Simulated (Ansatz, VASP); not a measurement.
**SnSe in VASP and in Ansatz**

INCAR

```
SYSTEM = SnSe
  ALGO = Normal
  EDIFF = 1E-6
  EDIFFG = -0.005
  ENCUT = 600
  GGA = PE
  IBRION = 2
  ISIF = 3
  ISMEAR = -1
  LASPH = .TRUE.
  LCHARG = .FALSE.
  LREAL = .FALSE.
  LWAVE = .FALSE.
  NELM = 100
  NSW = 60
  PREC = Accurate
  SIGMA = 0.08
```

KPOINTS

```
k-points
0
G
  14 14 14
  0 0 0
```

Contents of POSCAR:

```
SnSe
1.0
    3.0546685047      0.0000000000      0.0000000000
    0.0000000000      3.0546685047      0.0000000000
    0.0000000000      0.0000000000      3.0546685047
Sn Se
1 1
Direct
    0.0000000000      0.0000000000      0.0000000000
    0.5000000000      0.5000000000      0.5000000000
```

Input for Ansatz:

```yaml
crystal:
  lattice:
    - [3.0546685047, 0.0, 0.0]
    - [0.0, 3.0546685047, 0.0]
    - [0.0, 0.0, 3.0546685047]
  atoms:
    - { symbol: Sn, position: [0.0, 0.0, 0.0] }
    - { symbol: Se, position: [0.5, 0.5, 0.5] }
kpoints:
  mp_grid: { grid: [14, 14, 14] }
scf:
  occupations: { method: fermi_dirac, width: 0.08 }
hamiltonian:
  xc: pbe
  pseudopotentials: { kind: paw }
output:
  forces: true
  stress: true
relax:
  f_tol: 0.005
  max_steps: 40
  cell: {}
```

Alike in both runs: task relaxation of cell and atoms; functional PBE; k mesh 14 × 14 × 14; occupations fermi-dirac, width 0.08 eV; no spin polarisation.

|  | VASP | Ansatz |
| --- | --- | --- |
| version | VASP 6.6.1 | Ansatz 0.2.0 |
| potentials or method | VASP PAW PBE potentials, release 64 (Sn_d, Se) | PAW with Ansatz's default frozen-core files, scalar-relativistic |
| plane-wave cutoff (eV) | 600 | 420 |
| valence electrons in the cell | 20 | 30 |

Ansatz gave:

| Quantity | Value |
| --- | --- |
| relaxed volume (Å³/atom) | 24.93 |
| relaxed length of the cell vector where the two differ most in proportion (Å) | 3.680 |

Which values does VASP return?

Relaxed volume (Å³/atom): 24.95; relaxed length of the cell vector where the two differ most in proportion (Å): 3.681.

VASP's potentials hold 20 valence electrons a cell and Ansatz's 30, so a difference there can come from the potentials and not from the codes.

Noted on VASP's run: the volume moved by over 15 % at a fixed basis, so the end points are rough.
